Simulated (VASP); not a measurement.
Write the native input for VASP 6.6.1 that does the following.

```yaml
Task: single point
Functional: r2SCAN
Potentials_or_basis: VASP PAW PBE potentials, release 64 (Li_sv, Sb)
Cutoff: 520 eV
k_mesh: 6 × 6 × 6
Occupations: methfessel-paxton, width 0.0138 eV
Spin: no spin polarisation
Dipole_correction: no
Further_INCAR_settings: ALGO = Normal; EDIFF = 1e-07; NBANDS = 28
```

Li5Sb4:

```
Li Sb
1.0
     0.00000    0.00000    3.03585
     6.09076   -6.09076    1.51792
     6.09076    6.09076   -1.51792
Li Sb
5 4
Cartesian
  0.0000 0.0000 0.0000
  4.5470 3.1129 0.0000
  2.9778 -1.5438 1.5179
  7.6345 -3.1129 3.0358
  9.2037 1.5438 1.5179
  2.7918 0.8598 0.0000
  5.2309 -3.2989 1.5179
  9.3897 -0.8598 3.0358
  6.9506 3.2989 1.5179
```

The input as run:

POSCAR

```
Li5Sb4
1.0
    0.0000000000     -0.0000001556      3.0358451358
    6.0907590439     -6.0907591217      1.5179222558
    6.0907590439      6.0907591217     -1.5179222558
Li Sb
5 4
Direct
    0.0000000000      0.0000000000      0.0000000000
    0.2555454287      0.1177253401      0.6288161974
    0.3732707687      0.3711838026      0.1177253401
    0.7444545713      0.8822746599      0.3711838026
    0.6267292313      0.6288161974      0.8822746599
    0.0705851378      0.1586015457      0.2997718214
    0.2291866835      0.7002281786      0.1586015457
    0.9294148622      0.8413984543      0.7002281786
    0.7708133165      0.2997718214      0.8413984543
```

INCAR.step1

```
PREC = Accurate
ENCUT = 520
ISMEAR = 1
SIGMA = 0.0138
LREAL = False
LASPH = True
NELM = 100
NBANDS = 28
GGA = PE
ALGO = Normal
EDIFF = 1E-4
LWAVE = True
LCHARG = False
```

INCAR.step2

```
PREC = Accurate
ENCUT = 520
EDIFF = 1E-7
ISMEAR = 1
SIGMA = 0.0138
LREAL = False
LASPH = True
NELM = 100
ALGO = Normal
ISIF = 2
LWAVE = False
LCHARG = False
METAGGA = R2SCAN
LMIXTAU = True
NBANDS = 28
ISTART = 1
```

KPOINTS

```
Automatic mesh
0
Gamma
  6 6 6
```

Potentials or basis: VASP PAW PBE potentials, release 64 (Li_sv, Sb).

The run is started by

```sh
$ cat potpaw_PBE.64/Li_sv/POTCAR potpaw_PBE.64/Sb/POTCAR > POTCAR
$ cp INCAR.step1 INCAR
$ mpirun -np 1 vasp_std > vasp.out
$ cp INCAR.step2 INCAR
$ mpirun -np 1 vasp_std > vasp.out
```

Results of the run:

| Quantity | Value |
| --- | --- |
| Largest force | 0.016 eV/Å |
| Band gap on the k mesh | zero (an odd number of electrons rules out a gap without spin polarisation) |

Caveat: the PAW data sets were made with another functional, which shifts forces and pressure a little; spin-orbit coupling is left out, which moves the levels of the heavy elements; an odd number of electrons without spin polarisation forces a metal; a magnetic or distorted state may lie lower.

It took 14 min on 1 thread of Intel(R) Xeon(R) Platinum 8488C (Sapphire Rapids), on a shared host, peak memory 0.48 GiB.
